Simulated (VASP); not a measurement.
Write the native input for VASP 6.6.1 that does the following.

| Property | Result |
| --- | --- |
| Task | single point |
| Functional | PBE |
| Potentials or basis | VASP PAW PBE potentials, release 64 (Fe, O) |
| Cutoff | 600 eV |
| k mesh | 6 × 6 × 4 |
| Occupations | fermi-dirac, width 0.1 eV |
| Spin | collinear spin, antiferromagnetic start |
| Starting moments | [4.0, -4.0, 0.0, 0.0] μB |
| Hubbard terms | Fe d U = 7.0 eV |
| Dipole correction | no |
| Further INCAR settings | ALGO = Normal; EDIFF = 1e-06; NBANDS = 26 |

The structure of FeO lies in POSCAR:

```
FeO
1.0
    2.9500000000      0.0000000000      0.0000000000
   -1.4750000000      2.5547750000      0.0000000000
    0.0000000000      0.0000000000      5.2000000000
Fe O
2 2
Direct
    0.0000000000      0.0000000000      0.0000000000
    0.0000000000      0.0000000000      0.5000000000
    0.3333330000      0.6666670000      0.2500000000
    0.6666670000      0.3333330000      0.7500000000
```

These files were run (other wordings do the same):

INCAR

```
  PREC = Accurate
  ENCUT = 600
  EDIFF = 1E-6
  ISMEAR = -1
  SIGMA = 0.1
  LREAL = False
  LASPH = True
  NELM = 200
  ALGO = Normal
  ISIF = 2
  LWAVE = False
  LCHARG = False
  ISPIN = 2
  MAGMOM = 4 -4 0 0
  LORBIT = 11
  LMAXMIX = 4
  LDAU = True
  LDAUTYPE = 2
  LDAUL = 2 -1
  LDAUU = 7 0
  LDAUJ = 0 0
  LDAUPRINT = 1
  GGA = PE
  NBANDS = 26
  GGA_COMPAT = False
```

KPOINTS

```
regular mesh
0
Gamma
  6 6 4
```

Potentials or basis: VASP PAW PBE potentials, release 64 (Fe, O).

The run is started by

```console
$ cat potpaw_PBE.64/Fe/POTCAR potpaw_PBE.64/O/POTCAR > POTCAR
$ mpirun -np 1 vasp_std > vasp.out
```

Results of the run:

```yaml
Pressure: 11.6 GPa
Band_gap_on_the_k_mesh: 3.00 eV, indirect (least direct gap 3.29 eV)
Net_moment: 0.00 μB per cell
Site_moments: Fe +3.83, -3.83; O +0.00 μB
Valence_electrons_inside_the_program's_atomic_spheres: Fe 6.92; O 5.04
```

Wall time 2.3 min on 1 thread of AMD EPYC 7R13, with other jobs on the host, peak memory 0.17 GiB.
